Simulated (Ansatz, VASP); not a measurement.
# Two plane-wave programs on Si4O

```
CELL_PARAMETERS angstrom
3.83334 0.00000 0.00000
0.00000 3.83334 0.00000
0.00000 0.00000 21.20348
ATOMIC_POSITIONS crystal
Si 0.00000 0.50000 0.18865
Si 0.00000 0.00000 0.25257
Si 0.50000 0.00000 0.31919
Si 0.50000 0.50000 0.38218
O 0.62500 0.00000 0.50008
```

Alike in both runs: task single point; functional PBE; dispersion D3(BJ); k mesh 7 × 7 × 1; occupations gaussian, width 0.05 eV; collinear spin.

```csv
,VASP,Ansatz
version,VASP 6.6.1,Ansatz 0.2.0
potentials or method,"VASP PAW PBE potentials, release 64 (Si, O), cutoff 520 eV","scalar-relativistic, plane waves, PAW"
valence electrons in the cell,22,22
```

|  | VASP | Ansatz | Ansatz less VASP |
| --- | --- | --- | --- |
| gap on the k mesh at the Fermi level (eV) | none | none | - |
| rms of the force components (eV/Å) | 0.233 | 0.240 | +0.0076 |
| net moment per atom (μB) | 0.35 | 0.41 | +0.056 |
| size of the moment on the site where the two differ most (μB) | 1.39 | 1.72 | +0.330 |

Site moments also hang on the region over which each program counts them. Atom by atom the forces differ by 0.019 eV/Å (rms over components). A gap of «none» marks a metal or a gap that the smearing closes.
